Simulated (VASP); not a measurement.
ZrB2:

```
Zr B
1.0
     3.14872    0.00000    0.00000
    -1.57436    2.72688    0.00000
     0.00000    0.00000    3.50929
Zr B
1 2
Direct
  0.00000 0.00000 0.00000
  0.66667 0.33333 0.50000
  0.33333 0.66667 0.50000
```

Base run:

- Program: VASP 6.6.1
- Functional: revPBE
- Dispersion: D3(BJ)
- Potentials or basis: VASP PAW PBE potentials, release 64 (Zr_sv, B)
- Cutoff: 520 eV
- k mesh: 10 × 10 × 8
- Occupations: fermi-dirac, width 0.05 eV
- Spin: no spin polarisation

Its results: band gap on the k mesh zero (bands 9 and 10 overlap by 0.83 eV); pressure -3.6 GPa.

Task: The run is repeated on the same cell with these changes: functional from revPBE to r2SCAN; dispersion from D3(BJ) to rVV10. What comes out?

Result: Band gap on the k mesh zero (bands 9 and 10 overlap by 0.89 eV); pressure 5.3 GPa.

Several settings changed at once.

Caveats: the PAW data sets were made with another functional, which shifts forces and pressure a little; the cell stands under tension (at least some runs); the cell stands under pressure (at least some runs).
